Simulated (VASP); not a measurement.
Input of a VASP 6.6.1 run:

Contents of POSCAR:

```
BaTe
1.0
    0.0794524687      3.5312208308      3.5312208308
    3.6106732995      0.0000000000      3.6106732995
    3.5312208308      3.5312208308      0.0794524687
Ba Te
1 1
Direct
    0.0000000000      0.0000000000      0.0000000000
    0.5000000000      0.5000000000      0.5000000000
```

The input INCAR.step1:

```
SYSTEM = BaTe
PREC = Accurate
ENCUT = 520
ISMEAR = 0
SIGMA = 0.05
LREAL = .False.
LASPH = .True.
NELM = 100
NBANDS = 15
GGA = PE
ALGO = Normal
EDIFF = 1E-4
LWAVE = .True.
LCHARG = .False.
```

The input INCAR.step2:

```
SYSTEM = BaTe
PREC = Accurate
ENCUT = 520
EDIFF = 1E-6
ISMEAR = 0
SIGMA = 0.05
LREAL = .False.
LASPH = .True.
NELM = 100
ALGO = Normal
ISIF = 2
LWAVE = .False.
LCHARG = .False.
METAGGA = R2SCAN
LMIXTAU = .True.
NBANDS = 15
ISTART = 1
```

File KPOINTS:

```
regular mesh
0
Gamma
  8 8 8
  0 0 0
```

Potentials or basis: VASP PAW PBE potentials, release 64 (Ba_sv, Te).

Run with:

```bash
$ cat potpaw_PBE.64/Ba_sv/POTCAR potpaw_PBE.64/Te/POTCAR > POTCAR
$ cp INCAR.step1 INCAR
$ mpirun -np 1 vasp_std > vasp.out
$ cp INCAR.step2 INCAR
$ mpirun -np 1 vasp_std > vasp.out
```

Question: Predict the band gap on the k mesh.

Answer: 1.84 eV (least direct gap 2.21 eV).

Question: Estimate the pressure.

Answer: 0.3 GPa.

Stress tensor (GPa, compression positive):
```
 0.33  0.00 -0.54
 0.00  0.30  0.00
-0.54  0.00  0.33
```

Caveat: the cell differs from its parent crystal (strain +0.0450 x Voigt [0, 0, 0, 0, 1, 0]); the PAW data sets were made with another functional, which shifts forces and pressure a little; spin-orbit coupling is left out, which moves the levels of the heavy elements. A k mesh can miss the band edges.
